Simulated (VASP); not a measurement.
# SnTe (P1) in VASP: settings compared

SnTe is run at these levels: PBEsol, PBE; tasks: single point.

Program: VASP 6.6.1. These are calculated values, not measurements. Logs are shortened: lines on timing, memory, paths and dates and some standing lists are left out, and cuts for length are marked.

### Step 1. The cell of the first run

The typed cell holds 16 atoms: a = 9.021 Å, b = 9.021 Å, c = 9.021 Å, α = 60.00°, β = 60.00°, γ = 60.00°.

### Step 2. Single point, PBEsol

Input file INCAR:

```
ALGO = Normal
EDIFF = 1E-6
ENCUT = 520
GGA = PS
ISIF = 2
ISMEAR = -1
LASPH = T
LCHARG = F
LREAL = Auto
LWAVE = F
NBANDS = 94
NELM = 60
PREC = Accurate
SIGMA = 0.039
```

Input file KPOINTS:

```
k-points
0
Gamma
  2 2 2
```

Input file POSCAR:

```
SnTe
1.0
    0.0000000000      6.3786600663      6.3786600663
    6.3786600663      0.0000000000      6.3786600663
    6.3786600663      6.3786600663      0.0000000000
Sn Te
8 8
Direct
    0.0022866088      0.0053192206     -0.0040633142
    0.0018632440     -0.0007467085      0.5043012116
    0.0051836906      0.4908545004      0.0000199101
    0.0021510003      0.5031052708      0.4952500160
    0.5036958337     -0.0011833990     -0.0046624996
    0.4999455947     -0.0051772629      0.5033075860
    0.4984470825      0.5031776998     -0.0041536153
    0.5014531997      0.4998694815      0.5012598989
    0.2503630831      0.2479003401      0.2516216546
    0.2481825311      0.2526795570      0.7534442892
    0.2474623955      0.7538663998      0.2518002971
    0.2505144471      0.7442435324      0.7513545870
    0.7472734791      0.2494949540      0.2500444425
    0.7479401552      0.2540611952      0.7490104427
    0.7499601719      0.7510942659      0.2508663235
    0.7523599706      0.7542293287      0.7409541269
```

Potentials or basis: VASP PAW PBE potentials, release 64 (Sn_d, Te).

Started as:

```bash
$ cat potpaw_PBE.64/Sn_d/POTCAR potpaw_PBE.64/Te/POTCAR > POTCAR
$ mpirun -np 1 vasp_std > vasp.out
```

OUTCAR:

```text
EDIFF = 1E-6
   ENCUT = 520
   GGA = PS
   ISIF = 2
   ISMEAR = -1
   LASPH = T
   LREAL = Auto
   NELM = 60
   PREC = Accurate

 ion  position               nearest neighbor table
   1  0.002  0.005  0.996-  10 3.15  13 3.18  11 3.20  14 3.20  12 3.23  15 3.23
   2  0.002  0.999  0.504-  16 3.16  12 3.16   9 3.17  11 3.18  14 3.19  13 3.25
   3  0.005  0.491  0.000-  10 3.09   9 3.17  12 3.18  13 3.19  15 3.26  16 3.27
   4  0.002  0.503  0.495-  11 3.16  15 3.17  16 3.17   9 3.18  14 3.21  10 3.22
   5  0.504  0.999  0.995-  10 3.17  16 3.18  14 3.19  11 3.20  15 3.20   9 3.22
   6  0.500  0.995  0.503-  16 3.13  15 3.17  12 3.19   9 3.20  13 3.20  10 3.24
[... 8 lines left out ...]
  15  0.750  0.751  0.251-   6 3.17   4 3.17   8 3.19   5 3.20   1 3.23   3 3.26
  16  0.752  0.754  0.741-   6 3.13   2 3.16   4 3.17   5 3.18   7 3.22   3 3.27

  LATTYP: Found a face centered cubic cell.
 ALAT       =    12.7573201326

  Lattice vectors:

 A1 = (   0.0000000000,   6.3786600663,   6.3786600663)
 A2 = (   6.3786600663,   0.0000000000,   6.3786600663)
 A3 = (   6.3786600663,   6.3786600663,   0.0000000000)

Analysis of symmetry for initial positions (statically):
=====================================================================
 Subroutine PRICEL returns:
 Original cell was already a primitive cell.

 Routine SETGRP: Setting up the symmetry group for a
 face centered cubic supercell.

 Subroutine GETGRP returns: Found  1 space group operations
 (whereof  1 operations were pure point group operations)
 out of a pool of 48 trial point group operations.

The static configuration has the point symmetry C_1 .

Analysis of symmetry for dynamics (positions and initial velocities):
=====================================================================
 Subroutine PRICEL returns:
 Original cell was already a primitive cell.

 Routine SETGRP: Setting up the symmetry group for a
 face centered cubic supercell.

 Subroutine GETGRP returns: Found  1 space group operations
 (whereof  1 operations were pure point group operations)
 out of a pool of 48 trial point group operations.

The dynamic configuration has the point symmetry C_1 .

 Subroutine INISYM returns: Found  1 space group operations
 (whereof  1 operations are pure point group operations),
 and found     1 'primitive' translations

----------------------------------------------------------------------------------------

                                     Primitive cell

  volume of cell :     519.0610

  direct lattice vectors                    reciprocal lattice vectors
     0.000000000  6.378660066  6.378660066    -0.078386369  0.078386369  0.078386369
     6.378660066  0.000000000  6.378660066     0.078386369 -0.078386369  0.078386369
     6.378660066  6.378660066  0.000000000     0.078386369  0.078386369 -0.078386369

  length of vectors
     9.020787576  9.020787576  9.020787576     0.135769173  0.135769173  0.135769173

  position of ions in fractional coordinates (direct lattice)
     0.002286609  0.005319221  0.995936686
     0.001863244  0.999253291  0.504301212
     0.005183691  0.490854500  0.000019910
     0.002151000  0.503105271  0.495250016
     0.503695834  0.998816601  0.995337500
     0.499945595  0.994822737  0.503307586
[... 8 lines left out ...]
     0.749960172  0.751094266  0.250866323
     0.752359971  0.754229329  0.740954127

  ion indices of the primitive-cell ions
   primitive index   ion index
                 1           1
                 2           2
                 3           3
                 4           4
                 5           5
                 6           6
[... 8 lines left out ...]
                15          15
                16          16

----------------------------------------------------------------------------------------

 KPOINTS: k-points

Automatic generation of k-mesh.
 Grid dimensions read from file:
 generate k-points for:    2    2    2

 Generating k-lattice:

  Cartesian coordinates                     Fractional coordinates (reciprocal lattice)
    -0.039193184  0.039193184  0.039193184     0.500000000  0.000000000  0.000000000
     0.039193184 -0.039193184  0.039193184     0.000000000  0.500000000  0.000000000
     0.039193184  0.039193184 -0.039193184     0.000000000  0.000000000  0.500000000

  Length of vectors
     0.067884587  0.067884587  0.067884587

  Shift w.r.t. Gamma in fractional coordinates (k-lattice)
     0.000000000  0.000000000  0.000000000

 Subroutine IBZKPT returns following result:
 ===========================================

 Found      8 irreducible k-points:

 Following reciprocal coordinates:
            Coordinates               Weight
  0.000000  0.000000  0.000000      1.000000
  0.500000  0.000000  0.000000      1.000000
  0.000000  0.500000  0.000000      1.000000
  0.000000  0.000000  0.500000      1.000000
  0.500000  0.500000  0.500000      1.000000
  0.500000  0.500000  0.000000      1.000000
  0.000000  0.500000  0.500000      1.000000
  0.500000  0.000000  0.500000      1.000000
   k-points           NKPTS =      8   k-points in BZ     NKDIM =      8   number of bands    NBANDS=     94
   number of dos      NEDOS =    301   number of ions     NIONS =     16
   total plane-waves  NPLWV = 343000
   dimension x,y,z NGX =    70 NGY =   70 NGZ =   70
   dimension x,y,z NGXF=   140 NGYF=  140 NGZF=  140
   ions per type =               8   8
   NGX,Y,Z   is equivalent  to a cutoff of  12.90, 12.90, 12.90 a.u.
   NGXF,Y,Z  is equivalent  to a cutoff of  25.80, 25.80, 25.80 a.u.
 SYSTEM =  unknown system
   PREC   = accura    normal or accurate (medium, high low for compatibility)
   ISTART =      0    job   : 0-new  1-cont  2-samecut
   ICHARG =      2    charge: 1-file 2-atom 10-const
   ISPIN  =      1    spin polarized calculation?
   LNONCOLLINEAR =      F non collinear calculations
   LSORBIT =      F    spin-orbit coupling
   LASPH  =      T    aspherical Exc in radial PAW
   ENCUT  =  520.0 eV  38.22 Ry    6.18 a.u.  16.77 16.77 16.77*2*pi/ulx,y,z
   NELM   =     60;   NELMIN=  2; NELMDL= -5     # of ELM steps
   EDIFF  = 0.1E-05   stopping-criterion for ELM
   LREAL  =      T    real-space projection
   EDIFFG = 0.1E-04   stopping-criterion for IOM
   NSW    =      0    number of steps for IOM
   IBRION =     -1    ionic relax: 0-MD 1-quasi-New 2-CG
   NFREE  =      0    steps in history (QN), initial steepest desc. (CG)
   ISIF   =      2    stress and relaxation
   ISYM   =      2    0-nonsym 1-usesym 2-fastsym
   POTIM  = 0.5000    time-step for ionic-motion
   TEBEG  =    0.0;   TEEND  =   0.0 temperature during run
   PSTRESS=    0.0 pullay stress
   NELECT =     160.0000    total number of electrons
   NUPDOWN=      -1.0000    fix difference up-down
   EMIN   =  10.00;   EMAX   =-10.00  energy-range for DOS
   EFERMI =   0.00;   METHOD = LEGACY
   ISMEAR =    -1;   SIGMA  =   0.04  broadening in eV -4-tet -1-fermi 0-gaus
   EFERMI_NEDOS =   21; number of points for ismear=-14 and -15
   IALGO  =     38    algorithm
   IMIX   =      4    mixing-type and parameters
     AMIX     =   0.40;   BMIX     =  1.00
     AMIX_MAG =   1.60;   BMIX_MAG =  1.00
  volume/ion in A,a.u.               =      32.44       218.92
  Fermi-wavevector in a.u.,A,eV,Ry     =   1.105882  2.089814 16.639578  1.222975
  Thomas-Fermi vector in A             =   2.242375
   LORBIT       =      0    0 simple, 1 ext, 2 COOP (PROOUT), +10 PAW based schemes
   GGA     = PS    functional components
   LHFCALC =     F    Hartree Fock is set to
   AEXX    =    0.0000 exact exchange contribution
   IVDW    =     0    specifies the selected vdW correction
   LEPSILON=     F    determine dielectric tensor
   LRPA    =     F    only Hartree local field effects (RPA)
 non-spin polarized calculation
  energy-cutoff  :      520.00
  volume of cell :      519.06
 maximum number of plane-waves:     13984
 NGX is ok and might be reduce to    70
   NGX = 33   NGY = 33   NGZ = 33

 number of electron     160.0000011 magnetization

 Free energy of the ion-electron system (eV)
  ---------------------------------------------------
  ext. energy  EPLUGINS =         0.00000000
  ---------------------------------------------------
  free energy    TOTEN  =       -66.60612747 eV

  energy without entropy =      -66.56734246  energy(sigma->0) =      -66.58673496

 E-fermi :   6.3264     XC(G=0):  -9.5038

 val. band max:        6.3137325522   @ k =   0.0000   0.0000   0.0000
 cond. band min:       6.3395276338   @ k =   0.0000   0.0000   0.0000
 fundamental gap:      0.0257950816
 Fermi energy:         6.3264446657

 k-point     1 :       0.0000    0.0000    0.0000
  band No.  band energies     occupation
      1     -15.4659      2.00000
      2     -15.4648      2.00000
      3     -15.4636      2.00000
      4     -15.4570      2.00000
      5     -15.4567      2.00000
      6     -15.4562      2.00000
[... 84 lines left out ...]
     91       6.7646      0.00003
     92       6.7743      0.00002

 k-point     2 :       0.5000    0.0000    0.0000
  band No.  band energies     occupation
      1     -15.4624      2.00000
      2     -15.4612      2.00000
      3     -15.4605      2.00000
      4     -15.4602      2.00000
      5     -15.4581      2.00000
      6     -15.4553      2.00000
[... 84 lines left out ...]
     91       8.8963      0.00000
     92       8.9252      0.00000

 k-point     3 :       0.0000    0.5000    0.0000
  band No.  band energies     occupation
      1     -15.4622      2.00000
      2     -15.4614      2.00000
      3     -15.4608      2.00000
      4     -15.4601      2.00000
      5     -15.4586      2.00000
      6     -15.4552      2.00000
[... 84 lines left out ...]
     91       8.9084      0.00000
     92       8.9215      0.00000

 k-point     4 :       0.0000    0.0000    0.5000
  band No.  band energies     occupation
      1     -15.4635      2.00000
      2     -15.4626      2.00000
      3     -15.4614      2.00000
      4     -15.4559      2.00000
      5     -15.4554      2.00000
      6     -15.4547      2.00000
[... 84 lines left out ...]
     91       8.8872      0.00000
     92       8.9065      0.00000

 k-point     5 :       0.5000    0.5000    0.5000
  band No.  band energies     occupation
      1     -15.4625      2.00000
      2     -15.4621      2.00000
      3     -15.4596      2.00000
      4     -15.4593      2.00000
      5     -15.4587      2.00000
      6     -15.4557      2.00000
[... 84 lines left out ...]
     91       8.8942      0.00000
     92       8.9151      0.00000

 k-point     6 :       0.5000    0.5000    0.0000
  band No.  band energies     occupation
      1     -15.4625      2.00000
      2     -15.4614      2.00000
      3     -15.4590      2.00000
      4     -15.4581      2.00000
      5     -15.4578      2.00000
      6     -15.4560      2.00000
[... 84 lines left out ...]
     91       8.2370      0.00000
     92       8.2786      0.00000

 k-point     7 :       0.0000    0.5000    0.5000
  band No.  band energies     occupation
      1     -15.4619      2.00000
      2     -15.4613      2.00000
      3     -15.4598      2.00000
      4     -15.4590      2.00000
      5     -15.4566      2.00000
      6     -15.4554      2.00000
[... 84 lines left out ...]
     91       8.1593      0.00000
     92       8.3583      0.00000

 k-point     8 :       0.5000    0.0000    0.5000
  band No.  band energies     occupation
      1     -15.4623      2.00000
      2     -15.4605      2.00000
      3     -15.4601      2.00000
      4     -15.4589      2.00000
      5     -15.4573      2.00000
      6     -15.4557      2.00000
[... 84 lines left out ...]
     91       8.2035      0.00000
     92       8.3126      0.00000
 [bands above 92 left out]

------------------------ aborting loop because EDIFF is reached ----------------------------------------

  FORCE on cell =-STRESS in cart. coord.  units (eV):
  Direction    XX          YY          ZZ          XY          YZ          ZX
  --------------------------------------------------------------------------------------
  -------------------------------------------------------------------------------------
  Total       -6.9368902     -7.1026664     -7.1430745      0.0387655      0.0294764      0.0041440
  in kB      -21.4119900    -21.9236889    -22.0484158      0.1196570      0.0909844      0.0127914
  external PRESSURE =     -21.7946982 kB  Pullay stress =       0.0000000 kB

 VOLUME and BASIS-vectors are now :
 -----------------------------------------------------------------------------
  energy-cutoff  :      520.00
  volume of cell :      519.06
      direct lattice vectors                 reciprocal lattice vectors
     0.000000000  6.378660066  6.378660066    -0.078386369  0.078386369  0.078386369
     6.378660066  0.000000000  6.378660066     0.078386369 -0.078386369  0.078386369
     6.378660066  6.378660066  0.000000000     0.078386369  0.078386369 -0.078386369

 POSITION                                       TOTAL-FORCE (eV/Angst)
 -----------------------------------------------------------------------------------
      6.38667      6.36733      0.04852         0.057369      0.095074     -0.095489
      9.59066      3.22865      6.38578        -0.134792     -0.131511      0.024796
      3.13112      0.03319      3.16406         0.039864      0.038628     -0.041652
      6.36817      3.17275      3.22286        -0.027059     -0.017157      0.021694
     12.72003      9.56182      9.58402         0.061174      0.039366      0.013369
      9.55606      6.39941      9.53462        -0.164481      0.022000      0.095822
[... 8 lines left out ...]
      6.39117      6.38393      9.57472         0.145847      0.009341     -0.002985
      9.53727      9.52534      9.61002         0.021663      0.060989     -0.125209
 -----------------------------------------------------------------------------------
    total drift:                                0.017994     -0.005333     -0.025048

  FREE ENERGIE OF THE ION-ELECTRON SYSTEM (eV)
  ---------------------------------------------------
  free  energy   TOTEN  =       -66.6061274669 eV

  energy  without entropy=      -66.5673424601  energy(sigma->0) =      -66.58673496
```

Run time: 8.5 min. Hardware: 1 thread of AMD EPYC 9R45 (Zen 5), shared host; peak memory 0.77 GiB.

Results:

```yaml
Free_energy: -66.6061 eV
Pressure: -2.2 GPa
Largest_force: 0.208 eV/Å
Band_gap_on_the_k_mesh: 0.03 eV
```

Forces in eV/Å, atoms in the order of the input:
```
Sn   0.057  0.095 -0.095
Sn  -0.135 -0.132  0.025
Sn   0.040  0.039 -0.042
Sn  -0.027 -0.017  0.022
Sn   0.061  0.039  0.013
Sn  -0.164  0.022  0.096
Sn  -0.013  0.158 -0.007
Sn  -0.043 -0.026  0.093
Te  -0.094 -0.161  0.094
Te   0.018 -0.002  0.008
Te   0.068 -0.090 -0.021
Te   0.015 -0.035  0.013
Te  -0.087  0.063 -0.021
Te   0.136 -0.023 -0.050
Te   0.146  0.009 -0.003
Te   0.022  0.061 -0.125
```

Caveat: the k points lie up to 0.43 Å⁻¹ apart; the PAW data sets were made with another functional, which shifts forces and pressure a little; spin-orbit coupling is left out, which moves the levels of the heavy elements.

[end of part 1 of 2]
